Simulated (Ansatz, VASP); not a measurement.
**Ba in VASP and in Ansatz**

File INCAR:

```
PREC = Accurate
ENCUT = 520
EDIFF = 1E-6
ISMEAR = 0
SIGMA = 0.05
LREAL = F
LASPH = T
NELM = 60
ALGO = Normal
ISIF = 2
LWAVE = F
LCHARG = F
GGA = RE
NBANDS = 17
```

File KPOINTS:

```
regular mesh
0
Gamma
  6 6 3
```

File POSCAR:

```
Ba
1.0
    3.5917737300     -2.5169042300      0.0000000000
    3.5917737300      2.5169042300      0.0000000000
    0.0000000000      0.0000000000      7.1900451800
Ba
2
Direct
    0.2599040000      0.7447760000      0.7515690000
    0.7501560000      0.2749890000      0.2465430000
```

input.yaml

```yaml
crystal:
  lattice:
    - [3.59177373, -2.51690423, 0.0]
    - [3.59177373, 2.51690423, 0.0]
    - [0.0, 0.0, 7.19004518]
  atoms:
    - { symbol: Ba, position: [0.259904, 0.744776, 0.751569] }
    - { symbol: Ba, position: [0.750156, 0.274989, 0.246543] }
hamiltonian:
  xc: revpbe
  pseudopotentials: { kind: all_electron, lapw: { basis_error: 0.001 } }
kpoints:
  mp_grid: { grid: [6, 6, 3] }
scf:
  occupations: { method: gaussian, width: 0.05 }
output:
  forces: true
  stress: true
  eigenvalues: true
```

Change from the starting cell: atoms moved at random, drawn with an rms of 0.1 Å.

Alike in both runs: task single point; functional revPBE; k mesh 6 × 6 × 3; occupations gaussian, width 0.05 eV; no spin polarisation.

```csv
,VASP,Ansatz
version,VASP 6.6.1,Ansatz 0.2.0
potentials or method,"VASP PAW PBE potentials, release 64 (Ba_sv), cutoff 520 eV","all-electron LAPW, scalar-relativistic"
```

Ansatz gave:

* gap on the k mesh at the Fermi level (eV): none
* pressure (GPa): 0.3
* traceless stress, the component that is largest in VASP (GPa): 0.14

**Question.** Which values does VASP return?

**Answer.** gap on the k mesh at the Fermi level (eV): none; pressure (GPa): 0.3; traceless stress, the component that is largest in VASP (GPa): 0.15.

VASP's potentials were made for PBE, not for revPBE. A gap of «none» marks a metal or a gap that the smearing closes. Ansatz ran all-electron here, and VASP with PAW potentials.

Neither program's run includes spin-orbit coupling. Noted on Ansatz's run: the potentials were made for another functional, which shifts forces and pressure.
